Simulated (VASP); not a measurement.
# W in VASP: settings compared, part 2 of 2

VASP 6.6.1. Earlier steps stand in the parts before.

**5. Single point, LDA**

This run uses another cell than the first one, of 16.73 Å³/atom, 0.943 times its volume.

Contents of INCAR:

```
SYSTEM = W
PREC = Accurate ; ENCUT = 520
EDIFF = 1E-7 ; ISMEAR = -5
SIGMA = 0.05 ; LREAL = .FALSE.
LASPH = .TRUE. ; NELM = 80
ALGO = Normal ; ISIF = 2
LWAVE = .FALSE. ; LCHARG = .FALSE.
NBANDS = 13
```

Contents of KPOINTS:

```
Automatic mesh
0
G
  11 11 11
  0 0 0
```

Contents of POSCAR:

```
W
1.0
    0.0000000000      2.0300000000      2.0300000000
    2.0300000000      0.0000000000      2.0300000000
    2.0300000000      2.0300000000      0.0000000000
W
1
Direct
    0.0000000000      0.0000000000      0.0000000000
```

Potentials or basis: VASP PAW LDA potentials, release 64 (W_sv).

The run is started by

```sh
$ cat potpaw_LDA.64/W_sv/POTCAR > POTCAR
$ mpirun -np 1 vasp_std > vasp.out
```

OUTCAR:

```text
SYSTEM = W
   PREC = Accurate
   ENCUT = 520
   EDIFF = 1E-7
   ISMEAR = -5
   LREAL = .FALSE.
   LASPH = .TRUE.
   NELM = 80
   ISIF = 2

 ion  position               nearest neighbor table
   1  0.000  0.000  0.000-

  LATTYP: Found a face centered cubic cell.
 ALAT       =     4.0600000000

  Lattice vectors:

 A1 = (   0.0000000000,   2.0300000000,   2.0300000000)
 A2 = (   2.0300000000,   0.0000000000,   2.0300000000)
 A3 = (   2.0300000000,   2.0300000000,   0.0000000000)

Analysis of symmetry for initial positions (statically):
=====================================================================
 Subroutine PRICEL returns:
 Original cell was already a primitive cell.

 Routine SETGRP: Setting up the symmetry group for a
 face centered cubic supercell.

 Subroutine GETGRP returns: Found 48 space group operations
 (whereof 48 operations were pure point group operations)
 out of a pool of 48 trial point group operations.

The static configuration has the point symmetry O_h .

Analysis of symmetry for dynamics (positions and initial velocities):
=====================================================================
 Subroutine PRICEL returns:
 Original cell was already a primitive cell.

 Routine SETGRP: Setting up the symmetry group for a
 face centered cubic supercell.

 Subroutine GETGRP returns: Found 48 space group operations
 (whereof 48 operations were pure point group operations)
 out of a pool of 48 trial point group operations.

The dynamic configuration has the point symmetry O_h .

 Subroutine INISYM returns: Found 48 space group operations
 (whereof 48 operations are pure point group operations),
 and found     1 'primitive' translations

----------------------------------------------------------------------------------------

                                     Primitive cell

  volume of cell :      16.7309

  direct lattice vectors                    reciprocal lattice vectors
[... 109 lines left out ...]
  Fermi-wavevector in a.u.,A,eV,Ry     =   1.542688  2.915258 32.380324  2.379887
  Thomas-Fermi vector in A             =   2.648457
   LORBIT       =      0    0 simple, 1 ext, 2 COOP (PROOUT), +10 PAW based schemes
   GGA     = CA    functional components
   LHFCALC =     F    Hartree Fock is set to
   AEXX    =    0.0000 exact exchange contribution
   IVDW    =     0    specifies the selected vdW correction
   LEPSILON=     F    determine dielectric tensor
   LRPA    =     F    only Hartree local field effects (RPA)
 non-spin polarized calculation
 Fermi weights with tetrahedron method with Bloechl corrections
  energy-cutoff  :      520.00
  volume of cell :       16.73
 maximum number of plane-waves:       463
 NGX is ok and might be reduce to    24
   NGX = 11   NGY = 11   NGZ = 11

 number of electron      14.0000002 magnetization

 Free energy of the ion-electron system (eV)
  ---------------------------------------------------
  ext. energy  EPLUGINS =         0.00000000
  ---------------------------------------------------
  free energy    TOTEN  =       -13.56390527 eV

  energy without entropy =      -13.56390527  energy(sigma->0) =      -13.56390527

 E-fermi :  10.1078     XC(G=0): -13.5191

 val. band max:       10.0887099780   @ k =   0.1818   0.0909   0.0000
 cond. band min:      10.1430712784   @ k =   0.1818   0.0909   0.0000
 fundamental gap:      0.0543613004
 Fermi energy:        10.1078348209

 k-point     1 :       0.0000    0.0000    0.0000
  band No.  band energies     occupation
      1     -63.1777      2.00000
      2     -27.0784      2.00000
      3     -27.0784      2.00000
      4     -27.0784      2.00000
      5       1.2857      2.00000
      6       9.5262      2.00000
      7       9.5262      2.00000
      8       9.5262      2.00000
      9      12.5252      0.00000
     10      12.5252      0.00000
     11      22.9453      0.00000
     12      27.9932      0.00000
     13      27.9932      0.00000
[... 354 lines left out ...]
  band No.  band energies     occupation
      1     -63.1111      2.00000
      2     -27.6912      2.00000
      3     -27.3365      2.00000
      4     -27.1527      2.00000
      5       4.4021      2.00000
      6       8.0574      2.00000
      7       9.4472      2.00000
      8      10.9742     -0.01297
      9      11.0637      0.00000
     10      14.4486      0.00000
     11      24.2753      0.00000
     12      27.8338      0.00000
     13      28.5714      0.00000

 [... further k-points ...]
[... 5 lines left out ...]
  --------------------------------------------------------------------------------------
  -------------------------------------------------------------------------------------
  Total       -1.7105322     -1.7105322     -1.7105322      0.0000000      0.0000000      0.0000000
  in kB     -163.8037060   -163.8037060   -163.8037060      0.0000000      0.0000000      0.0000000
  external PRESSURE =    -163.8037060 kB  Pullay stress =       0.0000000 kB

 VOLUME and BASIS-vectors are now :
 -----------------------------------------------------------------------------
  energy-cutoff  :      520.00
  volume of cell :       16.73
      direct lattice vectors                 reciprocal lattice vectors
     0.000000000  2.030000000  2.030000000    -0.246305419  0.246305419  0.246305419
     2.030000000  0.000000000  2.030000000     0.246305419 -0.246305419  0.246305419
     2.030000000  2.030000000  0.000000000     0.246305419  0.246305419 -0.246305419

 POSITION                                       TOTAL-FORCE (eV/Angst)
 -----------------------------------------------------------------------------------
      0.00000      0.00000      0.00000         0.000000     -0.000000      0.000000
 -----------------------------------------------------------------------------------
    total drift:                               -0.000000      0.000000      0.000000

  FREE ENERGIE OF THE ION-ELECTRON SYSTEM (eV)
  ---------------------------------------------------
  free  energy   TOTEN  =       -13.5639052695 eV

  energy  without entropy=      -13.5639052695  energy(sigma->0) =      -13.56390527
```

OSZICAR:

```text
N       E                     dE             d eps       ncg     rms          rms(c)
DAV:   1     0.825308427523E+02    0.82531E+02   -0.75957E+03  1461   0.122E+03
DAV:   2    -0.127278668629E+02   -0.95259E+02   -0.91942E+02  1606   0.313E+02
DAV:   3    -0.142515863996E+02   -0.15237E+01   -0.15173E+01  1611   0.390E+01
DAV:   4    -0.142584038139E+02   -0.68174E-02   -0.68136E-02  1626   0.284E+00
DAV:   5    -0.142584716163E+02   -0.67802E-04   -0.67796E-04  1636   0.264E-01    0.185E+01
DAV:   6    -0.136954138613E+02    0.56306E+00   -0.48089E-01  1551   0.876E+00    0.685E+00
DAV:   7    -0.135690728002E+02    0.12634E+00   -0.19218E-01  1626   0.515E+00    0.500E-01
DAV:   8    -0.135638524040E+02    0.52204E-02   -0.42433E-03  1476   0.866E-01    0.697E-02
DAV:   9    -0.135638895699E+02   -0.37166E-04   -0.64122E-05  1875   0.886E-02    0.423E-02
DAV:  10    -0.135639037095E+02   -0.14140E-04   -0.37566E-06  1576   0.247E-02    0.101E-02
DAV:  11    -0.135639057400E+02   -0.20306E-05   -0.15018E-07  1433   0.392E-03    0.317E-04
DAV:  12    -0.135639052511E+02    0.48899E-06   -0.42459E-09   788   0.745E-04    0.245E-04
DAV:  13    -0.135639052695E+02   -0.18452E-07   -0.39155E-10   763   0.242E-04
   1 F= -.13563905E+02 E0= -.13563905E+02  d E =0.000000E+00
```

stdout:

```text
POSCAR found type information on POSCAR W
 POSCAR found :  1 types and       1 ions
 scaLAPACK will be used
 LDA part: xc-table for (Slater(with rela. corr.)+CA(PZ))
 , standard interpolation
 POSCAR, INCAR and KPOINTS ok, starting setup
 FFT: planning ... GRIDC
 FFT: planning ... GRID_SOFT
 FFT: planning ... GRID
 WAVECAR not read
 entering main loop
 -----------------------------------------------------------------------------
|                                                                             |
|           W    W    AA    RRRRR   N    N  II  N    N   GGGG   !!!           |
|           W    W   A  A   R    R  NN   N  II  NN   N  G    G  !!!           |
|           W    W  A    A  R    R  N N  N  II  N N  N  G       !!!           |
|           W WW W  AAAAAA  RRRRR   N  N N  II  N  N N  G  GGG   !            |
|           WW  WW  A    A  R   R   N   NN  II  N   NN  G    G                |
|           W    W  A    A  R    R  N    N  II  N    N   GGGG   !!!           |
|                                                                             |
|     Tetrahedron method does not include variations of the Fermi             |
|     occupations, so forces and stress will be inaccurate. We suggest        |
|     using a different smearing scheme ISMEAR = 1 or 2 for metals in         |
|     relaxations.                                                            |
|                                                                             |
 -----------------------------------------------------------------------------
```

Run time: 7.6 s. Hardware: 1 thread of Intel Xeon Platinum 8488C (Sapphire Rapids), shared host; peak memory 0.13 GiB.

What came out:

```
Free energy            : -13.5639 eV
Pressure               : -16.4 GPa
Band gap on the k mesh : zero (band 7 reaches 12.78 eV, above the bottom of band 8 at 9.53 eV)
```

Caveat: spin-orbit coupling is left out, which moves the levels of the heavy elements; tetrahedron occupations give inexact forces and stress in metals.

**6. Single point, BLYP, non-collinear spin, typed start, spin-orbit coupling**

This run uses another cell than the first one, of 16.73 Å³/atom, 0.943 times its volume.

Contents of INCAR:

```
SYSTEM = W
PREC = Accurate
ENCUT = 520
EDIFF = 1E-7
ISMEAR = 1
SIGMA = 0.05
LREAL = .FALSE.
LASPH = .TRUE.
NELM = 150
ALGO = Normal
ISIF = 2
LWAVE = .FALSE.
LCHARG = .FALSE.
MAGMOM = 0 0 0.5
LORBIT = 11
LSORBIT = .TRUE.
GGA_COMPAT = .FALSE.
LORBMOM = .TRUE.
LMAXMIX = 4
GGA = B5
ALDAX = 1.0
AGGAX = 1.0
AGGAC = 1.0
ALDAC = 0.0
NBANDS = 25
```

Contents of KPOINTS:

```
regular mesh
0
G
  11 11 11
  0 0 0
```

POSCAR is that of step 5.

Potentials or basis: VASP PAW PBE potentials, release 64 (W_sv).

The run is started by

```sh
$ cat potpaw_PBE.64/W_sv/POTCAR > POTCAR
$ mpirun -np 1 vasp_ncl > vasp.out
```

It took 2.5 min on 1 thread of Intel Xeon Platinum 8488C (Sapphire Rapids), shared host; peak memory 0.27 GiB.

Results (log left out):

```yaml
Free_energy: -11.7148 eV
Pressure: 7.4 GPa
Net_moment: 0.00 μB per cell
Valence_electrons_inside_the_program's_atomic_spheres: W 12.06
```

Moments on the atoms (μB; x, y, z):
```
W   0.00 0.00 0.00
```

Caveat: the PAW data sets were made with another functional, which shifts forces and pressure a little.

**7. Overview**

| level | potentials or basis | spin | cell | smearing | gap on the mesh (eV) | pressure (GPa) |
| --- | --- | --- | --- | --- | --- | --- |
| LDA | VASP PAW LDA potentials, release 64 (W_sv) | off | a = 2.927 Å, angles 60.0°, 1 atom | fermi-dirac 0.05 eV | none | -29.0 |
| PBE | VASP PAW PBE potentials, release 64 (W_sv) | off | a = 2.909 Å, angles 60.0°, 1 atom | fermi-dirac 0.05 eV | none | -14.3 |
| PBE | VASP PAW PBE potentials, release 64 (W_sv) | off | a = 2.857, b = 2.873, c = 2.890 Å, angles 59.9, 60.4, 59.4°, 1 atom | fermi-dirac 0.05 eV | none | -4.3 |
| LDA | VASP PAW LDA potentials, release 64 (W_sv) | off | a = 2.871 Å, angles 60.0°, 1 atom | tetrahedron | none | -16.4 |
| BLYP | VASP PAW PBE potentials, release 64 (W_sv) | non-collinear, typed start, SOC | a = 2.871 Å, angles 60.0°, 1 atom | methfessel-paxton 0.05 eV | - | 7.4 |

Alike in all rows: task single point; k mesh 11 × 11 × 11; cutoff (eV) 520.

Caveats: spin-orbit coupling is left out, which moves the levels of the heavy elements (some runs); tetrahedron occupations give inexact forces and stress in metals (some runs); the PAW data sets were made with another functional, which shifts forces and pressure a little (some runs).

Absolute energies hang on the potentials; compare differences alone.
